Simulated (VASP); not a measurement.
# Na16H (a cell with a defect) in VASP: further runs

Runs on Na16H (a cell with a defect). Level: PBEsol. Tasks: single point.

Program: VASP 6.6.1. These are calculated values, not measurements. Logs are shortened: lines on timing, memory, paths and dates and some standing lists are left out, and cuts for length are marked.

## (1) The cell of the first run

The cell holds a defect, 17 atoms: a = 8.460 Å, b = 8.460 Å, c = 8.460 Å, α = 90.00°, β = 90.00°, γ = 90.00°.

## (2) Single point, PBEsol

Contents of INCAR:

```
  PREC = Accurate
  ENCUT = 520
  EDIFF = 1E-7
  ISMEAR = -1
  SIGMA = 0.002
  LREAL = Auto
  LASPH = T
  NELM = 100
  ALGO = Normal
  ISIF = 2
  LWAVE = F
  LCHARG = F
  GGA = PS
  NBANDS = 70
```

Contents of KPOINTS:

```
regular mesh
0
Gamma
  2 2 2
```

Contents of POSCAR:

```
Na16H
1.0
    8.4600000000      0.0000000000      0.0000000000
    0.0000000000      8.4600000000      0.0000000000
    0.0000000000      0.0000000000      8.4600000000
Na H
16 1
Direct
    0.0242553191      0.0329314421     -0.0200472813
    0.4876241135      0.0176950355     -0.0131678487
    0.0194562648      0.5221040189     -0.0039952719
    0.0181205674     -0.0304255319      0.5001418440
    0.2439243499      0.2599054374      0.2784633570
    0.4599290780      0.5468676123      0.0124822695
    0.5424586288      0.0090543735      0.4908510638
    0.7690425532      0.2582387707      0.2602482270
   -0.0113711584      0.4807210402      0.4983215130
    0.2790307329      0.7515366430      0.2703900709
    0.2496926714      0.2069148936      0.7830969267
    0.5144208038      0.5073522459      0.4988534279
    0.7902718676      0.7557092199      0.2239716312
    0.7716666667      0.1815839243      0.7373640662
    0.2571867612      0.7663947991      0.7688061466
    0.7137234043      0.7623640662      0.7312884161
    0.4964302600      0.7521513002      0.1284042553
```

Potentials or basis: VASP PAW PBE potentials, release 64 (Na_pv, H).

Launch:

```bash
$ cat potpaw_PBE.64/Na_pv/POTCAR potpaw_PBE.64/H/POTCAR > POTCAR
$ mpirun -np 1 vasp_std > vasp.out
```

OUTCAR:

```text
PREC = Accurate
   ENCUT = 520
   EDIFF = 1E-7
   ISMEAR = -1
   LREAL = Auto
   LASPH = T
   NELM = 100
   ISIF = 2
   GGA = PS

 ion  position               nearest neighbor table
   1  0.024  0.033  0.980-
   2  0.488  0.018  0.987-
   3  0.019  0.522  0.996-
   4  0.018  0.970  0.500-
   5  0.244  0.260  0.278-
   6  0.460  0.547  0.012-
[... 9 lines left out ...]
  16  0.714  0.762  0.731-
  17  0.496  0.752  0.128-

  LATTYP: Found a simple cubic cell.
 ALAT       =     8.4600000000

  Lattice vectors:

 A1 = (   8.4600000000,   0.0000000000,   0.0000000000)
 A2 = (   0.0000000000,   8.4600000000,   0.0000000000)
 A3 = (   0.0000000000,   0.0000000000,   8.4600000000)

Analysis of symmetry for initial positions (statically):
=====================================================================
 Subroutine PRICEL returns:
 Original cell was already a primitive cell.

 Routine SETGRP: Setting up the symmetry group for a
 simple cubic supercell.

 Subroutine GETGRP returns: Found  1 space group operations
 (whereof  1 operations were pure point group operations)
 out of a pool of 48 trial point group operations.

The static configuration has the point symmetry C_1 .

Analysis of symmetry for dynamics (positions and initial velocities):
=====================================================================
 Subroutine PRICEL returns:
 Original cell was already a primitive cell.

 Routine SETGRP: Setting up the symmetry group for a
 simple cubic supercell.

 Subroutine GETGRP returns: Found  1 space group operations
 (whereof  1 operations were pure point group operations)
 out of a pool of 48 trial point group operations.

The dynamic configuration has the point symmetry C_1 .

 Subroutine INISYM returns: Found  1 space group operations
 (whereof  1 operations are pure point group operations),
 and found     1 'primitive' translations

----------------------------------------------------------------------------------------

                                     Primitive cell

  volume of cell :     605.4957

  direct lattice vectors                    reciprocal lattice vectors
     8.460000000  0.000000000  0.000000000     0.118203310  0.000000000  0.000000000
     0.000000000  8.460000000  0.000000000     0.000000000  0.118203310  0.000000000
     0.000000000  0.000000000  8.460000000     0.000000000  0.000000000  0.118203310

  length of vectors
     8.460000000  8.460000000  8.460000000     0.118203310  0.118203310  0.118203310

  position of ions in fractional coordinates (direct lattice)
     0.024255319  0.032931442  0.979952719
     0.487624113  0.017695035  0.986832151
     0.019456265  0.522104019  0.996004728
     0.018120567  0.969574468  0.500141844
     0.243924350  0.259905437  0.278463357
     0.459929078  0.546867612  0.012482269
[... 9 lines left out ...]
     0.713723404  0.762364066  0.731288416
     0.496430260  0.752151300  0.128404255

  ion indices of the primitive-cell ions
   primitive index   ion index
                 1           1
                 2           2
                 3           3
                 4           4
                 5           5
                 6           6
[... 9 lines left out ...]
                16          16
                17          17

----------------------------------------------------------------------------------------

 KPOINTS: regular mesh

Automatic generation of k-mesh.
 Grid dimensions read from file:
 generate k-points for:    2    2    2

 Generating k-lattice:

  Cartesian coordinates                     Fractional coordinates (reciprocal lattice)
     0.059101655  0.000000000  0.000000000     0.500000000  0.000000000  0.000000000
     0.000000000  0.059101655  0.000000000     0.000000000  0.500000000  0.000000000
     0.000000000  0.000000000  0.059101655     0.000000000  0.000000000  0.500000000

  Length of vectors
     0.059101655  0.059101655  0.059101655

  Shift w.r.t. Gamma in fractional coordinates (k-lattice)
     0.000000000  0.000000000  0.000000000

[... 53 lines left out ...]
[... 60 lines left out ...]
     67       1.9616      0.00000
     68       1.9851      0.00000

 k-point     3 :       0.0000    0.5000    0.0000
  band No.  band energies     occupation
      1     -24.7315      2.00000
      2     -24.7229      2.00000
      3     -24.7187      2.00000
      4     -24.6680      2.00000
      5     -24.6565      2.00000
      6     -24.6498      2.00000
[... 60 lines left out ...]
     67       2.0010      0.00000
     68       2.0263      0.00000

 k-point     4 :       0.0000    0.0000    0.5000
  band No.  band energies     occupation
      1     -24.7314      2.00000
      2     -24.7229      2.00000
      3     -24.7187      2.00000
      4     -24.6679      2.00000
      5     -24.6565      2.00000
      6     -24.6500      2.00000
[... 60 lines left out ...]
     67       1.9650      0.00000
     68       1.9859      0.00000

 k-point     5 :       0.5000    0.5000    0.0000
  band No.  band energies     occupation
      1     -24.7314      2.00000
      2     -24.7229      2.00000
      3     -24.7186      2.00000
      4     -24.6679      2.00000
      5     -24.6567      2.00000
      6     -24.6498      2.00000
[... 60 lines left out ...]
     67       2.5188      0.00000
     68       2.5334      0.00000

 k-point     6 :       0.0000    0.5000    0.5000
  band No.  band energies     occupation
      1     -24.7314      2.00000
      2     -24.7229      2.00000
      3     -24.7187      2.00000
      4     -24.6678      2.00000
      5     -24.6564      2.00000
      6     -24.6498      2.00000
[... 60 lines left out ...]
     67       2.4780      0.00000
     68       2.5309      0.00000

 k-point     7 :       0.5000    0.0000    0.5000
  band No.  band energies     occupation
      1     -24.7314      2.00000
      2     -24.7229      2.00000
      3     -24.7186      2.00000
      4     -24.6678      2.00000
      5     -24.6566      2.00000
      6     -24.6499      2.00000
[... 60 lines left out ...]
     67       2.4856      0.00000
     68       2.5340      0.00000

 k-point     8 :       0.5000    0.5000    0.5000
  band No.  band energies     occupation
      1     -24.7314      2.00000
      2     -24.7229      2.00000
      3     -24.7186      2.00000
      4     -24.6677      2.00000
      5     -24.6566      2.00000
      6     -24.6497      2.00000
[... 60 lines left out ...]
     67       2.5231      0.00000
     68       2.5647      0.00000
 [bands above 68 left out]

------------------------ aborting loop because EDIFF is reached ----------------------------------------

  FORCE on cell =-STRESS in cart. coord.  units (eV):
  Direction    XX          YY          ZZ          XY          YZ          ZX
  --------------------------------------------------------------------------------------
  -------------------------------------------------------------------------------------
  Total        0.1693453      0.7368548      0.1259081     -0.0831386      0.3428370      0.2324759
  in kB        0.4480975      1.9497611      0.3331603     -0.2199896      0.9071668      0.6151450
  external PRESSURE =       0.9103396 kB  Pullay stress =       0.0000000 kB

 VOLUME and BASIS-vectors are now :
 -----------------------------------------------------------------------------
  energy-cutoff  :      520.00
  volume of cell :      605.50
      direct lattice vectors                 reciprocal lattice vectors
     8.460000000  0.000000000  0.000000000     0.118203310  0.000000000  0.000000000
     0.000000000  8.460000000  0.000000000     0.000000000  0.118203310  0.000000000
     0.000000000  0.000000000  8.460000000     0.000000000  0.000000000  0.118203310

 POSITION                                       TOTAL-FORCE (eV/Angst)
 -----------------------------------------------------------------------------------
      0.20520      0.27860      8.29040        -0.189143     -0.331286      0.344799
      4.12530      0.14970      8.34860         0.181870     -0.259695      0.345210
      0.16460      4.41700      8.42620        -0.049976     -0.129762     -0.080851
      0.15330      8.20260      4.23120        -0.021861      0.082047     -0.024364
      2.06360      2.19880      2.35580         0.053863     -0.095848     -0.077103
      3.89100      4.62650      0.10560         0.190440     -0.558286     -0.198853
[... 9 lines left out ...]
      6.03810      6.44960      6.18670         0.206792     -0.070832      0.136280
      4.19980      6.36320      1.08630         0.212150      0.422372      0.148908
 -----------------------------------------------------------------------------------
    total drift:                               -0.000804      0.001051      0.000722

  FREE ENERGIE OF THE ION-ELECTRON SYSTEM (eV)
  ---------------------------------------------------
  free  energy   TOTEN  =       -24.4677300087 eV

  energy  without entropy=      -24.4670813415  energy(sigma->0) =      -24.46740568
```

Wall time 3.9 min (1 thread of AMD EPYC 9R45 (Zen 5), shared host); peak memory 0.61 GiB.

What came out:

- Free energy: -24.4677 eV
- Pressure: 0.1 GPa
- Largest force: 0.622 eV/Å
- Band gap on the k mesh: zero (an odd number of electrons rules out a gap without spin polarisation)

Forces in eV/Å, atoms in the order of the input:
```
Na  -0.189 -0.331  0.345
Na   0.182 -0.260  0.345
Na  -0.050 -0.130 -0.081
Na  -0.022  0.082 -0.024
Na   0.054 -0.096 -0.077
Na   0.190 -0.558 -0.199
Na  -0.267 -0.069 -0.109
Na  -0.031 -0.072 -0.145
Na   0.063  0.139  0.177
Na  -0.134  0.152  0.004
Na   0.122  0.405 -0.437
Na  -0.009 -0.068  0.076
Na  -0.299  0.074  0.010
Na  -0.011  0.356  0.055
Na  -0.018  0.025 -0.226
Na   0.207 -0.071  0.136
H    0.212  0.422  0.149
```

Stress tensor (GPa, compression positive):
```
 0.04 -0.02  0.06
-0.02  0.19  0.09
 0.06  0.09  0.03
```

Caveat: the k points lie up to 0.37 Å⁻¹ apart, too coarse for converged energies and pressures of a metal; the PAW data sets were made with another functional, which shifts forces and pressure a little.

## (3) Single point, PBEsol

Contents of INCAR:

```
PREC = Accurate
ENCUT = 520
EDIFF = 1E-7
ISMEAR = -1
SIGMA = 0.15
LREAL = Auto
LASPH = True
NELM = 80
ALGO = Normal
ISIF = 2
LWAVE = False
LCHARG = False
GGA = PS
NBANDS = 70
```

Contents of KPOINTS:

```
Automatic mesh
0
Gamma
  2 2 2
```

Contents of POSCAR:

```
Na16H
1.0
    8.4600000000      0.0000000000      0.0000000000
    0.0000000000      8.4600000000      0.0000000000
    0.0000000000      0.0000000000      8.4600000000
Na H
16 1
Direct
    0.0319385343     -0.0292553191     -0.0318439716
    0.4806264775      0.0256501182      0.0179787234
   -0.0373049645      0.4615248227      0.0502836879
   -0.0846808511     -0.0402600473      0.5357328605
    0.2213475177      0.2788179669      0.3010165485
    0.4135815603      0.5854373522      0.0068557920
    0.5206501182      0.0294208038      0.3889716312
    0.7426359338      0.2567139480      0.2567021277
    0.0105437352      0.5097517730      0.5604728132
    0.2856382979      0.7971985816      0.3008037825
    0.2562529551      0.1364539007      0.7208628842
    0.5134515366      0.4521985816      0.5058628842
    0.8028841608      0.8004137116      0.1666075650
    0.7081087470      0.1931442080      0.7575886525
    0.3610992908      0.6862056738      0.6756973995
    0.6391489362      0.8023286052      0.8139598109
    0.5394562648      0.5307328605      0.2651300236
```

Potentials or basis: VASP PAW PBE potentials, release 64 (Na_pv, H).

Launch:

```bash
$ cat potpaw_PBE.64/Na_pv/POTCAR potpaw_PBE.64/H/POTCAR > POTCAR
$ mpirun -np 1 vasp_std > vasp.out
```

Run time: 3.4 min. Hardware: 1 thread of AMD EPYC 9R45 (Zen 5), shared host; peak memory 0.61 GiB.

The run converged. Its results:

```yaml
Free_energy: -23.1578 eV
Pressure: 0.6 GPa
Largest_force: 0.933 eV/Å
Band_gap_on_the_k_mesh: zero (an odd number of electrons rules out a gap without spin polarisation)
```

Forces in eV/Å, atoms in the order of the input:
```
Na   0.143  0.070 -0.024
Na  -0.291  0.259  0.166
Na   0.197  0.123 -0.349
Na   0.216 -0.066 -0.121
Na  -0.029 -0.106 -0.133
Na   0.108 -0.537  0.565
Na   0.091 -0.141  0.621
Na   0.097  0.224 -0.103
Na  -0.172  0.006  0.023
Na  -0.392 -0.321 -0.068
Na   0.101  0.222 -0.234
Na   0.289 -0.178 -0.166
Na  -0.342 -0.239  0.482
Na   0.075  0.307  0.052
Na  -0.805  0.460 -0.107
Na   0.786 -0.086 -0.357
H   -0.070  0.003 -0.247
```

Stress tensor (GPa, compression positive):
```
 0.62  0.49 -0.34
 0.49  0.24  0.00
-0.34  0.00  1.03
```

Levels at points of the mesh, in eV from the Fermi level:
```
           k point  band 52  band 53  band 54  band 55  band 56  band 57  band 58  band 59  band 60  band 61
(0.00, 0.00, 0.00)    -1.13    -1.03    -0.91    -0.74    -0.13     0.73     0.84     0.88     0.93     1.01
(0.50, 0.00, 0.00)    -0.78    -0.68    -0.48    -0.40    -0.31    -0.24    -0.20     0.42     1.31     1.43
(0.00, 0.50, 0.00)    -0.67    -0.63    -0.61    -0.52    -0.50    -0.35    -0.17     0.82     1.23     1.32
(0.00, 0.00, 0.50)    -0.68    -0.60    -0.57    -0.47    -0.44    -0.29    -0.27     0.73     1.33     1.36
(0.50, 0.50, 0.00)    -1.84    -1.10    -0.23    -0.21     0.05     0.09     0.15     0.25     0.33     1.21
(0.00, 0.50, 0.50)    -1.85    -1.01    -0.17    -0.08    -0.04     0.00     0.17     0.23     0.32     1.00
(0.50, 0.00, 0.50)    -1.87    -1.35    -0.12    -0.07     0.00     0.10     0.18     0.22     0.27     1.16
(0.50, 0.50, 0.50)    -1.53    -1.47    -1.45    -1.32    -1.15     0.36     1.94     2.03     2.07     2.11
```

Caveat: the k points lie up to 0.37 Å⁻¹ apart, too coarse for converged energies and pressures of a metal; the atoms stand as in a frame of molecular dynamics; the PAW data sets were made with another functional, which shifts forces and pressure a little.

## (4) Single point, PBEsol

Contents of INCAR:

```
  PREC = Accurate
  ENCUT = 520
  EDIFF = 1E-7
  ISMEAR = -1
  SIGMA = 0.15
  LREAL = Auto
  LASPH = T
  NELM = 60
  ALGO = Normal
  ISIF = 2
  LWAVE = F
  LCHARG = T
  GGA = PS
  LELF = T
  LVHAR = T
  NBANDS = 70
```

KPOINTS is that of step 3.

Contents of POSCAR:

```
Na16H
1.0
    8.4600000000      0.0000000000      0.0000000000
    0.0000000000      8.4600000000      0.0000000000
    0.0000000000      0.0000000000      8.4600000000
Na H
16 1
Direct
    0.0654373522     -0.0466903073      0.0031796690
    0.4594799054      0.0688416076      0.0863593381
   -0.0471631206      0.4741843972      0.0601654846
   -0.1335579196     -0.0488297872      0.5465248227
    0.1342553191      0.2715366430      0.3166784870
    0.4180614657      0.5253900709      0.0958156028
    0.5062056738      0.0035342790      0.4595271868
    0.7311465721      0.2755555556      0.2436879433
   -0.0510874704      0.5935224586      0.5483096927
    0.2214420804      0.8352009456      0.4172104019
    0.3069739953      0.0727541371      0.7211465721
    0.5138297872      0.3651063830      0.4928250591
    0.7486170213      0.7947399527      0.1833451537
    0.6914657210      0.2450000000      0.7981796690
    0.2855200946      0.7286170213      0.6779905437
    0.6722576832      0.8175886525      0.8078959811
    0.6467612293      0.4897163121      0.2696926714
```

Launch:

```bash
$ cat potpaw_PBE.64/Na_pv/POTCAR potpaw_PBE.64/H/POTCAR > POTCAR
$ mpirun -np 1 vasp_std > vasp.out
```

It took 3.8 min on 1 thread of AMD EPYC 9R45 (Zen 5), shared host; peak memory 0.61 GiB.

The run converged. Its results:

```
Free energy            : -22.8108 eV
Pressure               : 1.1 GPa
Largest force          : 1.574 eV/Å
Band gap on the k mesh : zero (an odd number of electrons rules out a gap without spin polarisation)
```

Forces in eV/Å, atoms in the order of the input:
```
Na  -0.133 -0.017  0.034
Na  -0.198 -0.120 -0.080
Na   0.175  0.341 -0.383
Na   0.349  0.521 -0.151
Na   0.198 -0.225  0.249
Na   0.115  0.070  0.056
Na   0.536 -0.138 -0.225
Na   0.362 -0.736 -0.062
Na  -0.295 -0.491 -0.025
Na  -0.528  0.113 -1.478
Na  -0.314  0.693  0.319
Na  -0.211  0.706 -0.014
Na  -0.120 -0.177  0.350
Na   0.205  0.024  0.126
Na   0.312 -0.878  1.186
Na  -0.189 -0.246  0.115
H   -0.263  0.558 -0.016
```

Stress tensor (GPa, compression positive):
```
 1.04  0.27 -0.17
 0.27  0.73 -0.30
-0.17 -0.30  1.45
```

Levels at points of the mesh, in eV from the Fermi level:
| k point | band 53 | band 54 | band 55 | band 56 | band 57 | band 58 | band 59 | band 60 |
| --- | --- | --- | --- | --- | --- | --- | --- | --- |
| (0.00, 0.00, 0.00) | -1.01 | -0.86 | -0.74 | -0.15 | 0.63 | 0.79 | 0.84 | 0.99 |
| (0.50, 0.00, 0.00) | -0.62 | -0.54 | -0.40 | -0.38 | -0.29 | -0.03 | 0.45 | 1.24 |
| (0.00, 0.50, 0.00) | -0.69 | -0.59 | -0.54 | -0.36 | -0.32 | -0.18 | 0.85 | 1.20 |
| (0.00, 0.00, 0.50) | -0.61 | -0.51 | -0.50 | -0.36 | -0.22 | -0.11 | 0.53 | 1.26 |
| (0.50, 0.50, 0.00) | -0.96 | -0.30 | -0.23 | -0.06 | 0.05 | 0.13 | 0.29 | 0.49 |
| (0.00, 0.50, 0.50) | -1.08 | -0.30 | -0.21 | -0.06 | 0.02 | 0.13 | 0.41 | 0.45 |
| (0.50, 0.00, 0.50) | -1.38 | -0.14 | -0.03 | 0.01 | 0.06 | 0.15 | 0.34 | 0.37 |
| (0.50, 0.50, 0.50) | -1.47 | -1.35 | -1.25 | -0.94 | 0.22 | 1.83 | 1.89 | 2.01 |

Caveat: the k points lie up to 0.37 Å⁻¹ apart, too coarse for converged energies and pressures of a metal; the atoms stand as in a frame of molecular dynamics; the PAW data sets were made with another functional, which shifts forces and pressure a little.

## (5) Overview

| cell | smearing | gap on the mesh (eV) | pressure (GPa) | largest force (eV/Å) |
| --- | --- | --- | --- | --- |
| as given, atomic positions A | fermi-dirac 0.002 eV | none | 0.1 | 0.62 |
| as given, atomic positions B | fermi-dirac 0.15 eV | none | 0.6 | 0.93 |
| as given, atomic positions C | fermi-dirac 0.15 eV | none | 1.1 | 1.57 |

Alike in all rows: task single point; level PBEsol; potentials or basis VASP PAW PBE potentials, release 64 (Na_pv, H); no spin polarisation; k mesh 2 × 2 × 2; cutoff (eV) 520.

Caveats: all runs use coarse meshes; the PAW data sets were made with another functional, which shifts forces and pressure a little; the atoms stand as in a frame of molecular dynamics (at least some runs).

Absolute energies hang on the potentials; compare differences alone.
